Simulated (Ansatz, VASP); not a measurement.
## AlP: VASP beside Ansatz

```xyz
4
Lattice="3.8943 0.0000 0.0000 0.0000 5.5073 0.0000 0.0000 0.0000 3.8943" Properties=species:S:1:pos:R:3 pbc="T T T"
Al    0.0000    0.0000    0.0000
Al    1.9471    2.7537    1.9471
P     0.0000    1.3768    1.9471
P     1.9471    4.1305    0.0000
```

Alike in both runs: functional PBE; k mesh 8 × 6 × 8; occupations gaussian, width 0.02 eV; no spin polarisation.

Ansatz relaxed the structure, and its values are those at the end. VASP's run is a single point on that final structure, the one shown.

|  | VASP | Ansatz |
| --- | --- | --- |
| version | VASP 6.6.1 | Ansatz 0.2.0 |
| potentials or method | VASP PAW PBE potentials, release 64 (Al, P), cutoff 500 eV | scalar-relativistic, plane waves, PAW |
| valence electrons in the cell | 16 | 16 |

|  | VASP | Ansatz | Ansatz less VASP |
| --- | --- | --- | --- |
| gap on the k mesh at the Fermi level (eV) | 1.63 | 1.63 | +0.002 |
| least direct gap on the mesh (eV) | 1.63 | 1.63 | +0.002 |
| pressure (GPa) | -0.1 | 0.0 | +0.10 |

Ansatz's warnings: stress scf threshold loose.
